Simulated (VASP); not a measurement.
Write the native input for VASP 6.6.1 that does the following.

```
Task                   : single point
Functional             : PBE
Potentials or basis    : VASP PAW PBE potentials, release 64 (Zn, O)
Cutoff                 : 520 eV
k mesh                 : 12 × 12 × 4
Occupations            : gaussian, width 0.02 eV
Spin                   : no spin polarisation
Dipole correction      : no
Further INCAR settings : ALGO = Normal; EDIFF = 1e-06; NBANDS = 26
```

The structure of ZnO lies in POSCAR:

```
ZnO
1.0
    3.2777674920     -0.0000000029      0.0000000000
   -1.6388837435      2.8386299173      0.0000000000
    0.0000000000      0.0000000000      7.6528274211
Zn O
2 2
Direct
    0.0000000000      0.0000000000      0.7500000000
    0.0000000000      0.0000000000      0.2500000000
    0.3333333333      0.6666666667      0.2500000000
    0.6666666667      0.3333333333      0.7500000000
```

The input as run:

INCAR

```
SYSTEM = ZnO
PREC = Accurate
ENCUT = 520
EDIFF = 1E-6
ISMEAR = 0
SIGMA = 0.02
LREAL = .FALSE.
LASPH = .TRUE.
NELM = 80
ALGO = Normal
ISIF = 2
LWAVE = .FALSE.
LCHARG = .FALSE.
GGA = PE
NBANDS = 26
```

KPOINTS

```
Automatic mesh
0
G
  12 12 4
  0 0 0
```

Potentials or basis: VASP PAW PBE potentials, release 64 (Zn, O).

The run is started by

```console
$ cat potpaw_PBE.64/Zn/POTCAR potpaw_PBE.64/O/POTCAR > POTCAR
$ mpirun -np 1 vasp_std > vasp.out
```

Results of the run:

```json
{
 "Pressure": "0.8 GPa",
 "Band gap on the k mesh": "0.92 eV, direct"
}
```

Wall time 44 s on 1 thread of Intel(R) Xeon(R) 6975P-C (Granite Rapids) (shared host), peak memory 0.23 GiB.
